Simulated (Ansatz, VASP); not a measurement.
One calculation of Mg, two programs

The input INCAR:

```
SYSTEM = Mg
  PREC = Accurate
  ENCUT = 520
  EDIFF = 1E-7
  ISMEAR = -1
  SIGMA = 0.1
  LREAL = .FALSE.
  LASPH = .TRUE.
  NELM = 80
  ALGO = Normal
  ISIF = 2
  LWAVE = .FALSE.
  LCHARG = .TRUE.
  GGA = RP
  LELF = .TRUE.
  LVHAR = .TRUE.
  NBANDS = 7
```

File KPOINTS:

```
Automatic mesh
0
G
  12 12 12
  0 0 0
```

Contents of POSCAR:

```
Mg
1.0
    3.0945511180      0.0000000000      0.0000000000
    0.0000000000      3.0945511180      0.0000000000
    0.0000000000      0.0000000000      3.0945511180
Mg
1
Direct
    0.0000000000      0.0000000000      0.0000000000
```

Input for Ansatz:

```yaml
crystal:
  lattice:
    - [3.094551118, 0.0, 0.0]
    - [0.0, 3.094551118, 0.0]
    - [0.0, 0.0, 3.094551118]
  atoms:
    - { symbol: Mg, position: [0.0, 0.0, 0.0] }
hamiltonian:
  xc: rpbe
  pseudopotentials:
    kind: paw
    azcp:
      Mg: "pseudopotentials/Mg.paw.azcp"
basis:
  ecutwfc: 420
  fft_grid_basis: typed
kpoints:
  mp_grid: { grid: [12, 12, 12], shift: [0, 0, 0] }
magnetization:
  spin_polarized: false
scf:
  occupations: { method: fermi_dirac, width: 0.1 }
  lower_state_search: "off"
output:
  stress: true
```

Alike in both runs: task single point; functional RPBE; k mesh 12 × 12 × 12; occupations fermi-dirac, width 0.1 eV; no spin polarisation.

|  | VASP | Ansatz |
| --- | --- | --- |
| version | VASP 6.6.1 | Ansatz 0.2.0 |
| potentials or method | VASP PAW PBE potentials, release 64 (Mg), cutoff 520 eV | plane waves (420 eV) with PAW, scalar-relativistic |
| valence electrons in the cell | 2 | 10 |

VASP gave:

| Quantity | Value |
| --- | --- |
| pressure (GPa) | -0.8 |

Task: Estimate Ansatz's values.

Result: Pressure (GPa): -0.7.

VASP's potentials were made for PBE, not for RPBE. The functional is the same, so the differences come from potentials, cutoffs and numerics. VASP's potentials hold 2 valence electrons a cell and Ansatz's 10, so a difference there can come from the potentials and not from the codes.
